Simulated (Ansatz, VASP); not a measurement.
**Two plane-wave programs on Nb3As4**

The input INCAR:

```
SYSTEM = Nb3As4
  ALGO = Normal
  EDIFF = 1E-7
  EDIFFG = -0.04
  ENCUT = 600
  GGA = PE
  IBRION = 2
  ISIF = 3
  ISMEAR = 0
  LASPH = .TRUE.
  LCHARG = .FALSE.
  LREAL = .FALSE.
  LWAVE = .FALSE.
  NELM = 100
  NSW = 90
  PREC = Accurate
  SIGMA = 0.1
```

KPOINTS

```
k-points
0
G
  4 4 4
  0 0 0
```

File POSCAR:

```
Nb3As4
1.0
    5.3510992200      0.0000000000      0.0000000000
    0.0000000000      5.3510992200      0.0000000000
    0.0000000000      0.0000000000      5.3510992200
Nb As
3 4
Direct
    0.0000000000      0.0000000000      0.5000000000
    0.5000000000      0.0000000000      0.0000000000
    0.0000000000      0.5000000000      0.0000000000
    0.7206873300      0.7206873300      0.7206873300
    0.2793126700      0.2793126700      0.7206873300
    0.2793126700      0.7206873300      0.2793126700
    0.7206873300      0.2793126700      0.2793126700
```

Input for Ansatz:

```yaml
crystal:
  lattice:
    - [5.35109922, 0.0, 0.0]
    - [0.0, 5.35109922, 0.0]
    - [0.0, 0.0, 5.35109922]
  atoms:
    - { symbol: Nb, position: [0.0, 0.0, 0.5] }
    - { symbol: Nb, position: [0.5, 0.0, 0.0] }
    - { symbol: Nb, position: [0.0, 0.5, 0.0] }
    - { symbol: As, position: [0.72068733, 0.72068733, 0.72068733] }
    - { symbol: As, position: [0.27931267, 0.27931267, 0.72068733] }
    - { symbol: As, position: [0.27931267, 0.72068733, 0.27931267] }
    - { symbol: As, position: [0.72068733, 0.27931267, 0.27931267] }
basis:
  ecutwfc: 420
kpoints:
  mp_grid: { grid: [4, 4, 4] }
hamiltonian:
  xc: pbe
scf:
  occupations: { method: gaussian, width: 0.1 }
  lower_state_search: "off"
output:
  forces: true
  stress: true
  eigenvalues: true
relax:
  adjacent_minimum: "off"
  f_tol: 0.04
  max_steps: 70
  cell: { stress_tol: 0.4 }
```

Change from the starting cell: species swapped into the Ge3As4 type (P-43m, No. 215).

Alike in both runs: task relaxation of cell and atoms; functional PBE; k mesh 4 × 4 × 4; occupations gaussian, width 0.1 eV; no spin polarisation.

|  | VASP | Ansatz |
| --- | --- | --- |
| version | VASP 6.6.1 | Ansatz 0.2.0 |
| potentials or method | VASP PAW PBE potentials, release 64 (Nb_sv, As), cutoff 600 eV | scalar-relativistic, plane waves, PAW |
| valence electrons in the cell | 59 | 99 |

Ansatz gave:

```
gap on the k mesh at the Fermi level, each at its own relaxed structure (eV) : none
relaxed volume (Å³/atom)                                                     : 24.04
relaxed length of the cell vector where the two differ most in proportion (Å)              : 5.521
```

Task: What did VASP give for the same quantities?

Result: gap on the k mesh at the Fermi level, each at its own relaxed structure (eV): none; relaxed volume (Å³/atom): 24.06; relaxed length of the cell vector where the two differ most in proportion (Å): 5.523.

A gap of «none» marks a metal or a gap that the smearing closes. VASP's potentials hold 59 valence electrons a cell and Ansatz's 99, so a difference there can come from the potentials and not from the codes.
